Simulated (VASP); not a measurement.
Wanted: the native input for a VASP 6.6.1 run.

* Task: single point
* Functional: r2SCAN
* Potentials or basis: VASP PAW PBE potentials, release 64 (Ba_sv, Ti_sv, O)
* Cutoff: 520 eV
* k mesh: 8 × 8 × 8
* Occupations: gaussian, width 0.02 eV
* Spin: no spin polarisation
* Dipole correction: no
* Further INCAR settings: ALGO = Normal; EDIFF = 1e-06; NBANDS = 28

The system is BaTiO3.

```xyz
5
Lattice="3.9634 0.0000 0.0000 0.0000 2.8582 2.8742 0.0000 -2.8582 2.8742" Properties=species:S:1:pos:R:3 pbc="T T T"
Ba    0.0000    0.0000    0.0481
Ti    1.9817    0.0000    3.0106
O     0.0000    0.0000    2.8178
O     1.9817   -1.3890    4.2363
O     1.9817    1.3890    4.2363
```

The input as run:

POSCAR

```
BaTiO3
1.0
    3.9634101709      0.0000000000      0.0000000000
    0.0000000000      2.8582389199      2.8741647172
    0.0000000000     -2.8582389199      2.8741647172
Ba Ti O
1 1 3
Direct
    0.0000000000      0.0083630621      0.0083630621
    0.5000000000      0.5237434668      0.5237434668
    0.0000000000      0.4901970308      0.4901970308
    0.5000000000      0.4939721093      0.9799443310
    0.5000000000      0.9799443310      0.4939721093
```

INCAR.step1

```
ALGO = Normal ; EDIFF = 1E-4
ENCUT = 520 ; GGA = PE
ISMEAR = 0 ; LASPH = True
LCHARG = False ; LREAL = False
LWAVE = True ; NBANDS = 28
NELM = 100 ; PREC = Accurate
SIGMA = 0.02
```

INCAR.step2

```
ALGO = Normal ; EDIFF = 1E-6
ENCUT = 520 ; ISIF = 2
ISMEAR = 0 ; ISTART = 1
LASPH = True ; LCHARG = False
LMIXTAU = True ; LREAL = False
LWAVE = False ; METAGGA = R2SCAN
NBANDS = 28 ; NELM = 100
PREC = Accurate ; SIGMA = 0.02
```

KPOINTS

```
k-points
0
Gamma
  8 8 8
```

Potentials or basis: VASP PAW PBE potentials, release 64 (Ba_sv, Ti_sv, O).

The run is started by

```console
$ cat potpaw_PBE.64/Ba_sv/POTCAR potpaw_PBE.64/Ti_sv/POTCAR potpaw_PBE.64/O/POTCAR > POTCAR
$ cp INCAR.step1 INCAR
$ mpirun -np 1 vasp_std > vasp.out
$ cp INCAR.step2 INCAR
$ mpirun -np 1 vasp_std > vasp.out
```

It gave:

```
Pressure               : 1.9 GPa
Largest force          : 0.165 eV/Å
Band gap on the k mesh : 2.64 eV (least direct gap 3.11 eV)
```

Caveat: the PAW data sets were made with another functional, which shifts forces and pressure a little; spin-orbit coupling is left out, which moves the levels of the heavy elements.

Wall time 11 min on 1 thread of Intel(R) Xeon(R) Platinum 8259CL CPU @ 2.50GHz (Skylake/Cascade Lake), on a shared host, peak memory 0.31 GiB.
